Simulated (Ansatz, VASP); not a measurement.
## SnO: VASP beside Ansatz

Contents of INCAR:

```
SYSTEM = SnO
PREC = Accurate ; ENCUT = 520
EDIFF = 1E-6 ; ISMEAR = -1
SIGMA = 0.02 ; LREAL = .False.
LASPH = .True. ; NELM = 80
ALGO = Normal ; ISIF = 2
LWAVE = .False. ; LCHARG = .True.
LELF = .True. ; LVHAR = .True.
NBANDS = 28
```

File KPOINTS:

```
Automatic mesh
0
Gamma
  6 6 5
  0 0 0
```

File POSCAR:

```
SnO
1.0
    3.8020000000      0.0380200000      0.0380200000
    0.0380200000      3.8020000000      0.0380200000
    0.0483600000      0.0483600000      4.8360000000
Sn O
2 2
Direct
    0.0000000000      0.5000000000      0.2385000000
    0.5000000000      0.0000000000      0.7615000000
    0.0000000000      0.0000000000      0.0000000000
    0.5000000000      0.5000000000      0.0000000000
```

Input for Ansatz:

```yaml
crystal:
  lattice:
    - [3.802, 0.03802, 0.03802]
    - [0.03802, 3.802, 0.03802]
    - [0.04836, 0.04836, 4.836]
  atoms:
    - { symbol: Sn, position: [0.0, 0.5, 0.2385] }
    - { symbol: Sn, position: [0.5, 0.0, 0.7615] }
    - { symbol: O, position: [0.0, 0.0, 0.0] }
    - { symbol: O, position: [0.5, 0.5, 0.0] }
kpoints:
  mp_grid: { grid: [6, 6, 5] }
  band_path:
    path:
      - [0.0, 0.0, 0.0]
      - [0.4903402537, -0.4903402537, 0.0]
      - [-0.4903402537, -0.5096597463, 0.0]
      - [-0.5, -0.5, 0.0]
      - [0.0, 0.0, 0.0]
      - [-0.5, -0.5, -0.5]
      - [-0.4827458875, -0.5172541125, -0.5]
      - [0.4827458875, -0.4827458875, -0.5]
      - [0.0, 0.0, -0.5]
    npoints: 5
scf:
  occupations: { method: fermi_dirac, width: 0.02 }
hamiltonian:
  xc: lda
  pseudopotentials: { kind: all_electron, lapw: { basis_error: 0.0005 } }
output:
  forces: true
  stress: true
  eigenvalues: true
```

Change from the starting cell: equal xy, yz and zx shear strains of +2 %.

Alike in both runs: task single point; functional LDA; k mesh 6 × 6 × 5; occupations fermi-dirac, width 0.02 eV; no spin polarisation.

|  | VASP | Ansatz |
| --- | --- | --- |
| version | VASP 6.6.1 | Ansatz 0.2.0 |
| potentials or method | VASP PAW LDA potentials, release 64 (Sn_d, O), cutoff 520 eV | all-electron LAPW, scalar-relativistic |

Ansatz gave:

| Quantity | Value |
| --- | --- |
| pressure (GPa) | -2.7 |
| traceless stress, the component that is largest in VASP (GPa) | -1.65 |
| rms of the force components (eV/Å) | 0.122 |

Task: Which values does VASP return?

Result: Pressure (GPa): -2.4; traceless stress, the component that is largest in VASP (GPa): -1.65; rms of the force components (eV/Å): 0.092.

LDA's correlation is that of Perdew and Zunger in VASP and of Perdew and Wang (1992) in Ansatz. Atom by atom the forces differ by 0.044 eV/Å (rms over components). Ansatz ran all-electron here, and VASP with PAW potentials.
